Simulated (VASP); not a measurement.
# Si16Ge (a cell with a defect) in VASP: relaxation of the atoms with PBE

Aim: the relaxation of the atoms of Si16Ge (a cell with a defect) with PBE.

Everything below comes from runs of VASP 6.6.1. Logs are shortened: lines on timing, memory, paths and dates and some standing lists are left out, and cuts for length are marked.

## Step 1: The cell of the first run

The cell holds a defect, 17 atoms: a = 7.679 Å, b = 7.679 Å, c = 7.679 Å, α = 60.00°, β = 60.00°, γ = 60.00°.

## Step 2: Relaxation of the atoms, PBE

Input file INCAR:

```
SYSTEM = Si16Ge
ALGO     = Normal         ! electronic algorithm
EDIFF    = 1E-7           ! SCF threshold, eV
EDIFFG   = -0.03          ! ionic threshold
ENCUT    = 450            ! plane-wave cutoff, eV
GGA      = PE             ! functional
GGA_COMPAT= .False.      
IBRION   = 2              ! ionic algorithm
ISIF     = 2              ! what is computed and relaxed
ISMEAR   = 0              ! smearing method
LASPH    = .True.         ! aspherical terms in the spheres
LCHARG   = .False.        ! write CHGCAR
LREAL    = .False.        ! projectors in reciprocal space
LWAVE    = .False.        ! write WAVECAR
NELM     = 120            ! most SCF steps
NELMIN   = 4            
NSW      = 80             ! ionic steps
PREC     = Accurate       ! precision mode
SIGMA    = 0.05           ! smearing width, eV
```

Input file KPOINTS:

```
k-points
0
Gamma
  2 2 2
  0 0 0
```

Input file POSCAR:

```
Si16Ge
1.0
    0.0000000000      5.4300000000      5.4300000000
    5.4300000000      0.0000000000      5.4300000000
    5.4300000000      5.4300000000      0.0000000000
Si Ge
16 1
Direct
    0.0000000000      0.0000000000      0.0000000000
    0.1250000000      0.1250000000      0.1250000000
    0.0000000000      0.0000000000      0.5000000000
    0.1250000000      0.1250000000      0.6250000000
    0.0000000000      0.5000000000      0.0000000000
    0.1250000000      0.6250000000      0.1250000000
    0.0000000000      0.5000000000      0.5000000000
    0.1250000000      0.6250000000      0.6250000000
    0.5000000000      0.0000000000      0.0000000000
    0.6250000000      0.1250000000      0.1250000000
    0.5000000000      0.0000000000      0.5000000000
    0.6250000000      0.1250000000      0.6250000000
    0.5000000000      0.5000000000      0.0000000000
    0.6250000000      0.6250000000      0.1250000000
    0.5000000000      0.5000000000      0.5000000000
    0.6250000000      0.6250000000      0.6250000000
    0.2487273900      0.2458039400      1.2461349100
```

Potentials or basis: VASP PAW PBE potentials, release 64 (Si, Ge_d).

Run with:

```sh
$ cat potpaw_PBE.64/Si/POTCAR potpaw_PBE.64/Ge_d/POTCAR > POTCAR
$ mpirun -np 1 vasp_std > vasp.out
```

OUTCAR:

```text
SYSTEM = Si16Ge
   EDIFF = 1E-7
   EDIFFG = -0.03
   ENCUT = 450
   GGA = PE
   IBRION = 2
   ISIF = 2
   ISMEAR = 0
   LASPH = .True.
   LREAL = .False.
   NELM = 120
   NELMIN = 4
   NSW = 80
   PREC = Accurate

 ion  position               nearest neighbor table
   1  0.000  0.000  0.000-   2 2.35   4 2.35   6 2.35  10 2.35
   2  0.125  0.125  0.125-  17 2.29   3 2.35   5 2.35   9 2.35   1 2.35
   3  0.000  0.000  0.500-   2 2.35   4 2.35   8 2.35  12 2.35  17 2.69
   4  0.125  0.125  0.625-   1 2.35   3 2.35   7 2.35  11 2.35  17 2.38
   5  0.000  0.500  0.000-   2 2.35   6 2.35   8 2.35  14 2.35  17 2.69
   6  0.125  0.625  0.125-   1 2.35   5 2.35   7 2.35  13 2.35  17 2.38
   7  0.000  0.500  0.500-   4 2.35   6 2.35   8 2.35  16 2.35  17 2.76
   8  0.125  0.625  0.625-   3 2.35   5 2.35   7 2.35  15 2.35
   9  0.500  0.000  0.000-   2 2.35  10 2.35  12 2.35  14 2.35  17 2.67
  10  0.625  0.125  0.125-   1 2.35   9 2.35  11 2.35  13 2.35  17 2.36
  11  0.500  0.000  0.500-   4 2.35  10 2.35  12 2.35  16 2.35  17 2.74
  12  0.625  0.125  0.625-   3 2.35   9 2.35  11 2.35  15 2.35
  13  0.500  0.500  0.000-   6 2.35  10 2.35  14 2.35  16 2.35  17 2.75
  14  0.625  0.625  0.125-   5 2.35   9 2.35  13 2.35  15 2.35
  15  0.500  0.500  0.500-   8 2.35  12 2.35  14 2.35  16 2.35
  16  0.625  0.625  0.625-   7 2.35  11 2.35  13 2.35  15 2.35
  17  0.249  0.246  0.246-   2 2.29  10 2.36   4 2.38   6 2.38   9 2.67   3 2.69   5 2.69  11 2.74
                            13 2.75   7 2.76

  LATTYP: Found a face centered cubic cell.
 ALAT       =    10.8600000000

  Lattice vectors:

 A1 = (   0.0000000000,   5.4300000000,   5.4300000000)
 A2 = (   5.4300000000,   0.0000000000,   5.4300000000)
 A3 = (   5.4300000000,   5.4300000000,   0.0000000000)

Analysis of symmetry for initial positions (statically):
=====================================================================
 Subroutine PRICEL returns:
 Original cell was already a primitive cell.

 Routine SETGRP: Setting up the symmetry group for a
 face centered cubic supercell.

 Subroutine GETGRP returns: Found  1 space group operations
 (whereof  1 operations were pure point group operations)
 out of a pool of 48 trial point group operations.

The static configuration has the point symmetry C_1 .

Analysis of symmetry for dynamics (positions and initial velocities):
=====================================================================
 Subroutine PRICEL returns:
 Original cell was already a primitive cell.

 Routine SETGRP: Setting up the symmetry group for a
 face centered cubic supercell.

 Subroutine GETGRP returns: Found  1 space group operations
 (whereof  1 operations were pure point group operations)
 out of a pool of 48 trial point group operations.

The dynamic configuration has the point symmetry C_1 .

 Subroutine INISYM returns: Found  1 space group operations
 (whereof  1 operations are pure point group operations),
 and found     1 'primitive' translations

----------------------------------------------------------------------------------------

                                     Primitive cell

  volume of cell :     320.2060

  direct lattice vectors                    reciprocal lattice vectors
     0.000000000  5.430000000  5.430000000    -0.092081031  0.092081031  0.092081031
     5.430000000  0.000000000  5.430000000     0.092081031 -0.092081031  0.092081031
     5.430000000  5.430000000  0.000000000     0.092081031  0.092081031 -0.092081031

  length of vectors
     7.679179644  7.679179644  7.679179644     0.159489025  0.159489025  0.159489025

  position of ions in fractional coordinates (direct lattice)
     0.000000000  0.000000000  0.000000000
     0.125000000  0.125000000  0.125000000
     0.000000000  0.000000000  0.500000000
     0.125000000  0.125000000  0.625000000
     0.000000000  0.500000000  0.000000000
     0.125000000  0.625000000  0.125000000
[... 9 lines left out ...]
     0.625000000  0.625000000  0.625000000
     0.248727390  0.245803940  0.246134910

  ion indices of the primitive-cell ions
   primitive index   ion index
                 1           1
                 2           2
                 3           3
                 4           4
                 5           5
                 6           6
[... 9 lines left out ...]
                16          16
                17          17

----------------------------------------------------------------------------------------

 KPOINTS: k-points

Automatic generation of k-mesh.
 Grid dimensions read from file:
 generate k-points for:    2    2    2

 Generating k-lattice:

  Cartesian coordinates                     Fractional coordinates (reciprocal lattice)
    -0.046040516  0.046040516  0.046040516     0.500000000  0.000000000  0.000000000
     0.046040516 -0.046040516  0.046040516     0.000000000  0.500000000  0.000000000
     0.046040516  0.046040516 -0.046040516     0.000000000  0.000000000  0.500000000

  Length of vectors
     0.079744512  0.079744512  0.079744512

  Shift w.r.t. Gamma in fractional coordinates (k-lattice)
     0.000000000  0.000000000  0.000000000

 Subroutine IBZKPT returns following result:
 ===========================================

 Found      8 irreducible k-points:

 Following reciprocal coordinates:
            Coordinates               Weight
  0.000000  0.000000  0.000000      1.000000
  0.500000  0.000000  0.000000      1.000000
  0.000000  0.500000  0.000000      1.000000
  0.000000  0.000000  0.500000      1.000000
  0.500000  0.500000  0.500000      1.000000
  0.500000  0.500000  0.000000      1.000000
  0.000000  0.500000  0.500000      1.000000
  0.500000  0.000000  0.500000      1.000000
   k-points           NKPTS =      8   k-points in BZ     NKDIM =      8   number of bands    NBANDS=     48
   number of dos      NEDOS =    301   number of ions     NIONS =     17
   total plane-waves  NPLWV = 157464
   dimension x,y,z NGX =    54 NGY =   54 NGZ =   54
   dimension x,y,z NGXF=   108 NGYF=  108 NGZF=  108
   ions per type =              16   1
   NGX,Y,Z   is equivalent  to a cutoff of  11.69, 11.69, 11.69 a.u.
   NGXF,Y,Z  is equivalent  to a cutoff of  23.38, 23.38, 23.38 a.u.
 SYSTEM =  Si16Ge
   PREC   = accura    normal or accurate (medium, high low for compatibility)
   ISTART =      0    job   : 0-new  1-cont  2-samecut
   ICHARG =      2    charge: 1-file 2-atom 10-const
   ISPIN  =      1    spin polarized calculation?
   LNONCOLLINEAR =      F non collinear calculations
   LSORBIT =      F    spin-orbit coupling
   LASPH  =      T    aspherical Exc in radial PAW
   ENCUT  =  450.0 eV  33.07 Ry    5.75 a.u.  13.28 13.28 13.28*2*pi/ulx,y,z
   NELM   =    120;   NELMIN=  4; NELMDL= -5     # of ELM steps
   EDIFF  = 0.1E-06   stopping-criterion for ELM
   LREAL  =      F    real-space projection
   EDIFFG = -.3E-01   stopping-criterion for IOM
   NSW    =     80    number of steps for IOM
   IBRION =      2    ionic relax: 0-MD 1-quasi-New 2-CG
   NFREE  =      1    steps in history (QN), initial steepest desc. (CG)
   ISIF   =      2    stress and relaxation
   ISYM   =      2    0-nonsym 1-usesym 2-fastsym
   POTIM  = 0.5000    time-step for ionic-motion
   TEBEG  =    0.0;   TEEND  =   0.0 temperature during run
   PSTRESS=    0.0 pullay stress
   NELECT =      78.0000    total number of electrons
   NUPDOWN=      -1.0000    fix difference up-down
   EMIN   =  10.00;   EMAX   =-10.00  energy-range for DOS
   EFERMI =   0.00;   METHOD = LEGACY
   ISMEAR =     0;   SIGMA  =   0.05  broadening in eV -4-tet -1-fermi 0-gaus
   EFERMI_NEDOS =   21; number of points for ismear=-14 and -15
   IALGO  =     38    algorithm
   IMIX   =      4    mixing-type and parameters
     AMIX     =   0.40;   BMIX     =  1.00
     AMIX_MAG =   1.60;   BMIX_MAG =  1.00
  volume/ion in A,a.u.               =      18.84       127.11
  Fermi-wavevector in a.u.,A,eV,Ry     =   1.022421  1.932096 14.222785  1.045345
  Thomas-Fermi vector in A             =   2.156100
   LORBIT       =      0    0 simple, 1 ext, 2 COOP (PROOUT), +10 PAW based schemes
   GGA     = PE    functional components
   LHFCALC =     F    Hartree Fock is set to
   AEXX    =    0.0000 exact exchange contribution
   IVDW    =     0    specifies the selected vdW correction
   LEPSILON=     F    determine dielectric tensor
   LRPA    =     F    only Hartree local field effects (RPA)
 conjugate gradient relaxation of ions
 non-spin polarized calculation
 Gauss-broadening in eV      SIGMA  =   0.05
  energy-cutoff  :      450.00
  volume of cell :      320.21
 maximum number of plane-waves:      6958
 NGX is ok and might be reduce to    54
   NGX = 27   NGY = 27   NGZ = 27

--------------------------------------- Ionic step        1  -------------------------------------------

 number of electron      78.0000006 magnetization

 Free energy of the ion-electron system (eV)
  ---------------------------------------------------
  ext. energy  EPLUGINS =         0.00000000
  ---------------------------------------------------
  free energy    TOTEN  =       -86.33965713 eV

  energy without entropy =      -86.33001607  energy(sigma->0) =      -86.33483660

------------------------ aborting loop because EDIFF is reached ----------------------------------------

  FORCE on cell =-STRESS in cart. coord.  units (eV):
  Direction    XX          YY          ZZ          XY          YZ          ZX
  --------------------------------------------------------------------------------------
  -------------------------------------------------------------------------------------
  Total       15.4377164     15.4304177     15.4310560      0.5068025      0.7314851      0.4784008
  in kB       77.2438937     77.2073737     77.2105677      2.5358284      3.6600464      2.3937179
  external PRESSURE =      77.2206117 kB  Pullay stress =       0.0000000 kB
[... 342 lines left out ...]
  energy  without entropy=      -86.6788779228  energy(sigma->0) =      -86.68410190

--------------------------------------- Ionic step        8  -------------------------------------------

 number of electron      78.0000005 magnetization

 Free energy of the ion-electron system (eV)
  ---------------------------------------------------
  ext. energy  EPLUGINS =         0.00000000
  ---------------------------------------------------
  free energy    TOTEN  =       -86.68943668 eV

  energy without entropy =      -86.67898984  energy(sigma->0) =      -86.68421326

 E-fermi :   6.9405     XC(G=0):  -9.7495

 val. band max:        6.6865713801   @ k =   0.0000   0.0000   0.0000
 cond. band min:       6.9499690355   @ k =   0.0000   0.0000   0.0000
 fundamental gap:      0.2633976554
 Fermi energy:         6.9404769945

 k-point     1 :       0.0000    0.0000    0.0000
  band No.  band energies     occupation
      1     -18.2530      2.00000
      2     -18.2529      2.00000
      3     -18.2526      2.00000
      4     -18.2390      2.00000
      5     -18.2390      2.00000
      6      -6.5226      2.00000
[... 441 lines left out ...]
  FREE ENERGIE OF THE ION-ELECTRON SYSTEM (eV)
  ---------------------------------------------------
  free  energy   TOTEN  =       -86.6894366813 eV

  energy  without entropy=      -86.6789898396  energy(sigma->0) =      -86.68421326

 reached required accuracy - stopping structural energy minimisation
```

Wall time 8.9 min (1 thread of Intel Xeon Platinum 8488C (Sapphire Rapids), shared host); peak memory 0.44 GiB.

What came out:

```yaml
Free_energy: -86.6894 eV
Energy_gained_by_relaxing: 20.6 meV/atom
Ionic_steps: 8
Pressure_after_relaxing: 6.7 GPa
Largest_force_after_relaxing: 0.022 eV/Å
Band_gap_on_the_k_mesh: zero (bands 39 and 40 overlap by 0.32 eV)
```

Forces on the atoms (eV/Å):
```
Si   0.003  0.003  0.003
Si   0.004  0.007  0.007
Si  -0.006 -0.006  0.003
Si  -0.001  0.002 -0.011
Si  -0.006  0.003 -0.007
Si   0.000 -0.012  0.002
Si  -0.002  0.001  0.000
Si   0.003 -0.002 -0.001
Si   0.004 -0.005 -0.005
Si  -0.010 -0.002 -0.003
Si  -0.001 -0.003  0.002
Si  -0.001  0.003 -0.002
Si  -0.001  0.002 -0.003
Si  -0.001 -0.002  0.003
Si  -0.001 -0.001 -0.001
Si   0.002  0.002  0.002
Ge   0.016  0.010  0.011
```

The path:
```
step  energy change (eV)  largest force (eV/Å)  pressure (GPa)
   1              0.0000                2.0421            7.72
   2             -0.3394                0.3306            6.72
   3             -0.3396                0.3811            6.71
   4             -0.3479                0.1055            6.67
   5             -0.3480                0.0843            6.68
   6             -0.3495                0.0449            6.68
   7             -0.3497                0.0308            6.68
   8             -0.3498                0.0217            6.68
```

Final structure:
```
CELL_PARAMETERS angstrom
0.00000 5.43000 5.43000
5.43000 0.00000 5.43000
5.43000 5.43000 0.00000
ATOMIC_POSITIONS crystal
Si 0.99971 0.99905 0.99913
Si 0.12042 0.12046 0.12046
Si 0.99541 0.99540 0.50428
Si 0.12143 0.12142 0.63570
Si 0.99542 0.50427 0.99541
Si 0.12145 0.63563 0.12144
Si 0.99565 0.50432 0.50433
Si 0.12717 0.62418 0.62419
Si 0.50439 0.99535 0.99535
Si 0.63630 0.12124 0.12124
Si 0.50444 0.99559 0.50433
Si 0.62420 0.12724 0.62413
Si 0.50444 0.50432 0.99559
Si 0.62421 0.62413 0.12723
Si 0.50002 0.50008 0.50007
Si 0.62438 0.62432 0.62433
Ge 0.24967 0.24881 0.24891
```

Caveat: the k points lie up to 0.50 Å⁻¹ apart.
